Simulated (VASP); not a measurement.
# Ag (I4/mmm) in VASP: a series of runs

Runs on Ag. Level: r2SCAN. Tasks: single point.

Program: VASP 6.6.1. These are calculated values, not measurements. Logs are shortened: lines on timing, memory, paths and dates and some standing lists are left out, and cuts for length are marked.

**1. The cell of the first run**

It takes space group I4/mmm (No. 139, tetragonal). Conventional cell: a = 2.889 Å, b = 2.889 Å, c = 4.393 Å, α = 90.00°, β = 90.00°, γ = 90.00°. Ag (site symmetry 4/mmm) has 12 Ag at 2.89 to 3.00 Å within 3.8 Å.

**2. Single point, r2SCAN (strain +0.0750 x Voigt [0, 0, 1, 0, 0, 0])**

POSCAR

```
Ag
1.0
    0.0000000000      2.0431000000      2.1963325000
    2.0431000000      0.0000000000      2.1963325000
    2.0431000000      2.0431000000      0.0000000000
Ag
1
Direct
    0.0000000000      0.0000000000      0.0000000000
```

INCAR.step1

```
SYSTEM = Ag
ALGO = Normal ; EDIFF = 1E-4
ENCUT = 520 ; GGA = PE
ISMEAR = 0 ; LASPH = .TRUE.
LCHARG = .FALSE. ; LREAL = .FALSE.
LWAVE = .TRUE. ; NBANDS = 12
NELM = 60 ; PREC = Accurate
SIGMA = 0.15
```

INCAR.step2

```
SYSTEM = Ag
ALGO = Normal ; EDIFF = 1E-6
ENCUT = 520 ; ISIF = 2
ISMEAR = 0 ; ISTART = 1
LASPH = .TRUE. ; LCHARG = .FALSE.
LMIXTAU = .TRUE. ; LREAL = .FALSE.
LWAVE = .FALSE. ; METAGGA = R2SCAN
NBANDS = 12 ; NELM = 60
PREC = Accurate ; SIGMA = 0.15
```

KPOINTS

```
k-points
0
G
  20 20 20
  0 0 0
```

Potentials or basis: VASP PAW PBE potentials, release 64 (Ag).

The run is started by

```
> cat potpaw_PBE.64/Ag/POTCAR > POTCAR
> cp INCAR.step1 INCAR
> mpirun -np 1 vasp_std > vasp.out
> cp INCAR.step2 INCAR
> mpirun -np 1 vasp_std > vasp.out
```

OUTCAR:

```text
SYSTEM = Ag
   EDIFF = 1E-6
   ENCUT = 520
   ISIF = 2
   ISMEAR = 0
   ISTART = 1
   LASPH = .TRUE.
   LREAL = .FALSE.
   METAGGA = R2SCAN
   NELM = 60
   PREC = Accurate

 ion  position               nearest neighbor table
   1  0.000  0.000  0.000-

  LATTYP: Found a body centered tetragonal cell.
 ALAT       =     2.8893797293
 C/A-ratio  =     1.5202795796

  Lattice vectors:

 A1 = (  -2.0431000000,   0.0000000000,   2.1963325000)
 A2 = (   2.0431000000,   0.0000000000,   2.1963325000)
 A3 = (   0.0000000000,   2.0431000000,  -2.1963325000)

Analysis of symmetry for initial positions (statically):
=====================================================================
 Subroutine PRICEL returns:
 Original cell was already a primitive cell.

 Routine SETGRP: Setting up the symmetry group for a
 body centered tetragonal supercell.

 Subroutine GETGRP returns: Found 16 space group operations
 (whereof 16 operations were pure point group operations)
 out of a pool of 16 trial point group operations.

The static configuration has the point symmetry D_4h.

Analysis of symmetry for dynamics (positions and initial velocities):
=====================================================================
 Subroutine PRICEL returns:
 Original cell was already a primitive cell.

 Routine SETGRP: Setting up the symmetry group for a
 body centered tetragonal supercell.

 Subroutine GETGRP returns: Found 16 space group operations
 (whereof 16 operations were pure point group operations)
 out of a pool of 16 trial point group operations.

The dynamic configuration has the point symmetry D_4h.

 Subroutine INISYM returns: Found 16 space group operations
 (whereof 16 operations are pure point group operations),
 and found     1 'primitive' translations

----------------------------------------------------------------------------------------

                                     Primitive cell

  volume of cell :      18.3361

  direct lattice vectors                    reciprocal lattice vectors
     0.000000000  2.043100000  2.196332500    -0.244726151  0.244726151  0.227652234
     2.043100000  0.000000000  2.196332500     0.244726151 -0.244726151  0.227652234
     2.043100000  2.043100000  0.000000000     0.244726151  0.244726151 -0.227652234

  length of vectors
     2.999688994  2.999688994  2.889379729     0.414255136  0.414255136  0.414255136

  position of ions in fractional coordinates (direct lattice)
     0.000000000  0.000000000  0.000000000

  ion indices of the primitive-cell ions
   primitive index   ion index
                 1           1

----------------------------------------------------------------------------------------

 KPOINTS: k-points

Automatic generation of k-mesh.
 Grid dimensions read from file:
 generate k-points for:   20   20   20

 Generating k-lattice:

  Cartesian coordinates                     Fractional coordinates (reciprocal lattice)
    -0.012236308  0.012236308  0.011382612     0.050000000  0.000000000  0.000000000
     0.012236308 -0.012236308  0.011382612     0.000000000  0.050000000  0.000000000
     0.012236308  0.012236308 -0.011382612     0.000000000  0.000000000  0.050000000

  Length of vectors
     0.020712757  0.020712757  0.020712757

  Shift w.r.t. Gamma in fractional coordinates (k-lattice)
     0.000000000  0.000000000  0.000000000

 Subroutine IBZKPT returns following result:
 ===========================================

 Found    641 irreducible k-points:

 Following reciprocal coordinates:
            Coordinates               Weight
  0.000000  0.000000  0.000000      1.000000
  0.050000  0.000000  0.000000      8.000000
  0.100000  0.000000  0.000000      8.000000
  0.150000  0.000000  0.000000      8.000000
  0.200000  0.000000  0.000000      8.000000
  0.250000  0.000000  0.000000      8.000000
[... 16 lines left out ...]
 -0.400000  0.050000  0.000000      8.000000
 -0.350000  0.050000  0.000000      8.000000
 [... further k-points ...]
   k-points           NKPTS =    641   k-points in BZ     NKDIM =    641   number of bands    NBANDS=     12
   number of dos      NEDOS =    301   number of ions     NIONS =      1
   total plane-waves  NPLWV =  13824
   dimension x,y,z NGX =    24 NGY =   24 NGZ =   24
   dimension x,y,z NGXF=    48 NGYF=   48 NGZF=   48
   ions per type =               1
   NGX,Y,Z   is equivalent  to a cutoff of  13.30, 13.30, 13.81 a.u.
   NGXF,Y,Z  is equivalent  to a cutoff of  26.60, 26.60, 27.62 a.u.
 SYSTEM =  Ag
   PREC   = accura    normal or accurate (medium, high low for compatibility)
   ISTART =      1    job   : 0-new  1-cont  2-samecut
   ICHARG =      0    charge: 1-file 2-atom 10-const
   ISPIN  =      1    spin polarized calculation?
   LNONCOLLINEAR =      F non collinear calculations
   LSORBIT =      F    spin-orbit coupling
   LASPH  =      T    aspherical Exc in radial PAW
   ENCUT  =  520.0 eV  38.22 Ry    6.18 a.u.   5.58  5.58  5.37*2*pi/ulx,y,z
   NELM   =     60;   NELMIN=  2; NELMDL=  0     # of ELM steps
   EDIFF  = 0.1E-05   stopping-criterion for ELM
   LREAL  =      F    real-space projection
[... 7 lines left out ...]
   TEBEG  =    0.0;   TEEND  =   0.0 temperature during run
   PSTRESS=    0.0 pullay stress
   NELECT =      11.0000    total number of electrons
   NUPDOWN=      -1.0000    fix difference up-down
   EMIN   =  10.00;   EMAX   =-10.00  energy-range for DOS
   EFERMI =   0.00;   METHOD = LEGACY
   ISMEAR =     0;   SIGMA  =   0.15  broadening in eV -4-tet -1-fermi 0-gaus
   EFERMI_NEDOS =   21; number of points for ismear=-14 and -15
   IALGO  =     38    algorithm
   IMIX   =      4    mixing-type and parameters
     AMIX     =   0.40;   BMIX     =  1.00
     AMIX_MAG =   1.60;   BMIX_MAG =  1.00
  volume/ion in A,a.u.               =      18.34       123.74
  Fermi-wavevector in a.u.,A,eV,Ry     =   1.380713  2.609168 25.937701  1.906367
  Thomas-Fermi vector in A             =   2.505564
   LORBIT       =      0    0 simple, 1 ext, 2 COOP (PROOUT), +10 PAW based schemes
   METAGGA = R2SCAN    functional components
   LHFCALC =     F    Hartree Fock is set to
   AEXX    =    0.0000 exact exchange contribution
   IVDW    =     0    specifies the selected vdW correction
   LEPSILON=     F    determine dielectric tensor
   LRPA    =     F    only Hartree local field effects (RPA)
 non-spin polarized calculation
 Gauss-broadening in eV      SIGMA  =   0.15
  energy-cutoff  :      520.00
  volume of cell :       18.34
 maximum number of plane-waves:       510
   NGX = 11   NGY = 11   NGZ = 11

 number of electron      11.0000003 magnetization

 Free energy of the ion-electron system (eV)
  ---------------------------------------------------
  ext. energy  EPLUGINS =         0.00000000
  ---------------------------------------------------
  free energy    TOTEN  =       -21.33695064 eV

  energy without entropy =      -21.33448502  energy(sigma->0) =      -21.33571783

 E-fermi :   7.5029     XC(G=0): -12.4695

 val. band max:        7.4749496730   @ k =   0.5000   0.0000   0.0500
 cond. band min:       7.5042823760   @ k =   0.5000   0.4000   0.1000
 fundamental gap:      0.0293327030
 Fermi energy:         7.5029167667

 k-point     1 :       0.0000    0.0000    0.0000
  band No.  band energies     occupation
      1       0.0491      2.00000
      2       2.2996      2.00000
      3       2.7351      2.00000
      4       2.7351      2.00000
      5       3.2622      2.00000
      6       3.7021      2.00000
      7      23.9998      0.00000
      8      26.7109      0.00000
      9      27.4492      0.00000
     10      27.4492      0.00000
     11      31.9457      0.00000
     12      32.3976      0.00000

 k-point     2 :       0.0500    0.0000    0.0000
  band No.  band energies     occupation
      1       0.1257      2.00000
      2       2.3127      2.00000
      3       2.7261      2.00000
      4       2.7542      2.00000
      5       3.2601      2.00000
      6       3.6901      2.00000
      7      23.9894      0.00000
      8      26.3542      0.00000
      9      27.0848      0.00000
     10      27.4585      0.00000
     11      31.6731      0.00000
     12      32.4190      0.00000

 k-point     3 :       0.1000    0.0000    0.0000
  band No.  band energies     occupation
      1       0.3483      2.00000
      2       2.3454      2.00000
      3       2.7058      2.00000
      4       2.8069      2.00000
      5       3.2630      2.00000
      6       3.6593      2.00000
      7      23.6904      0.00000
      8      25.2322      0.00000
      9      26.9906      0.00000
     10      27.4764      0.00000
     11      30.7098      0.00000
     12      32.4017      0.00000
[... 286 lines left out ...]
 k-point    23 :      -0.4000    0.0500    0.0000
  band No.  band energies     occupation
      1       1.2688      2.00000
      2       2.3947      2.00000
      3       2.8014      2.00000
      4       4.0062      2.00000
      5       4.0812      2.00000
      6       6.3565      2.00000
      7      12.3539      0.00000
      8      22.2826      0.00000
      9      24.9823      0.00000
     10      26.6724      0.00000
     11      29.7160      0.00000
     12      30.8010      0.00000

 k-point    24 :      -0.3500    0.0500    0.0000
  band No.  band energies     occupation
      1       1.3301      2.00000
      2       2.4440      2.00000
      3       2.8474      2.00000
      4       3.8760      2.00000
      5       3.8881      2.00000
      6       5.2978      2.00000
      7      14.0096      0.00000
      8      22.5100      0.00000
      9      25.3064      0.00000
     10      27.3000      0.00000
     11      29.8184      0.00000
     12      30.7417      0.00000

 [... further k-points ...]
[... 5 lines left out ...]
  --------------------------------------------------------------------------------------
  -------------------------------------------------------------------------------------
  Total       -0.4623681     -0.4623681     -0.7740563      0.0000000      0.0000000      0.0000000
  in kB      -40.4009083    -40.4009083    -67.6356696      0.0000000      0.0000000      0.0000000
  external PRESSURE =     -49.4791620 kB  Pullay stress =       0.0000000 kB

 VOLUME and BASIS-vectors are now :
 -----------------------------------------------------------------------------
  energy-cutoff  :      520.00
  volume of cell :       18.34
      direct lattice vectors                 reciprocal lattice vectors
     0.000000000  2.043100000  2.196332500    -0.244726151  0.244726151  0.227652234
     2.043100000  0.000000000  2.196332500     0.244726151 -0.244726151  0.227652234
     2.043100000  2.043100000  0.000000000     0.244726151  0.244726151 -0.227652234

 POSITION                                       TOTAL-FORCE (eV/Angst)
 -----------------------------------------------------------------------------------
      0.00000      0.00000      0.00000         0.000000      0.000000      0.000000
 -----------------------------------------------------------------------------------
    total drift:                               -0.000000      0.000000     -0.000000

  FREE ENERGIE OF THE ION-ELECTRON SYSTEM (eV)
  ---------------------------------------------------
  free  energy   TOTEN  =       -21.3369506397 eV

  energy  without entropy=      -21.3344850181  energy(sigma->0) =      -21.33571783
```

Wall time 4.7 min (1 thread of Intel Xeon Platinum 8259CL at 2.50GHz (Skylake/Cascade Lake), shared host); peak memory 0.25 GiB.

What came out:

```
Free energy            : -21.3370 eV
Pressure               : -4.9 GPa
Band gap on the k mesh : zero (an odd number of electrons rules out a gap without spin polarisation)
```

Caveat: the cell differs from its parent crystal (strain +0.0750 x Voigt [0, 0, 1, 0, 0, 0]); the cell stands under tension; the PAW data sets were made with another functional, which shifts forces and pressure a little.

**3. Single point, r2SCAN (strain +0.0875 x Voigt [0, 0, 1, 0, 0, 0])**

POSCAR

```
Ag
1.0
    0.0000000000      2.0431000000      2.2218712500
    2.0431000000      0.0000000000      2.2218712500
    2.0431000000      2.0431000000      0.0000000000
Ag
1
Direct
    0.0000000000      0.0000000000      0.0000000000
```

INCAR.step1

```
  PREC = Accurate
  ENCUT = 520
  ISMEAR = 0
  SIGMA = 0.15
  LREAL = False
  LASPH = True
  NELM = 60
  NBANDS = 12
  GGA = PE
  ALGO = Normal
  EDIFF = 1E-4
  LWAVE = True
  LCHARG = False
```

INCAR.step2

```
  PREC = Accurate
  ENCUT = 520
  EDIFF = 1E-7
  ISMEAR = 0
  SIGMA = 0.15
  LREAL = False
  LASPH = True
  NELM = 60
  ALGO = Normal
  ISIF = 2
  LWAVE = False
  LCHARG = False
  METAGGA = R2SCAN
  LMIXTAU = True
  NBANDS = 12
  ISTART = 1
```

KPOINTS

```
Automatic mesh
0
Gamma
  20 20 20
```

Potentials or basis: VASP PAW PBE potentials, release 64 (Ag).

The run is started by

```
> cat potpaw_PBE.64/Ag/POTCAR > POTCAR
> cp INCAR.step1 INCAR
> mpirun -np 1 vasp_std > vasp.out
> cp INCAR.step2 INCAR
> mpirun -np 1 vasp_std > vasp.out
```

It took 5.1 min on 1 thread of Intel Xeon Platinum 8259CL at 2.50GHz (Skylake/Cascade Lake), shared host; peak memory 0.26 GiB.

The run converged. Its results:

- Free energy: -21.3274 eV
- Pressure: -5.7 GPa
- Band gap on the k mesh: zero (an odd number of electrons rules out a gap without spin polarisation)

Stress tensor (GPa, compression positive):
```
-4.68  0.00  0.00
 0.00 -4.68  0.00
 0.00  0.00 -7.76
```

Levels at points of the mesh, in eV from the Fermi level:
```tsv
k point	band 2	band 3	band 4	band 5	band 6	band 7	band 8	band 9	band 10	band 11
(0.00, 0.00, 0.00)	-5.21	-4.71	-4.71	-4.26	-3.76	16.48	19.04	19.86	19.86	24.29
(0.50, 0.00, 0.00)	-5.13	-4.69	-3.38	-3.20	-0.13	3.24	14.91	17.46	18.69	21.16
(0.50, 0.50, 0.00)	-6.25	-3.30	-3.14	-3.14	0.91	4.98	11.66	11.66	17.59	17.74
(0.50, 0.00, 0.50)	-6.17	-3.35	-3.29	-2.90	2.25	6.97	10.19	10.22	16.22	16.30
```

Caveat: the cell differs from its parent crystal (strain +0.0875 x Voigt [0, 0, 1, 0, 0, 0]); the cell stands under tension; the PAW data sets were made with another functional, which shifts forces and pressure a little.

The gap in the log of VASP goes by the Fermi energy; the results here count the filled bands.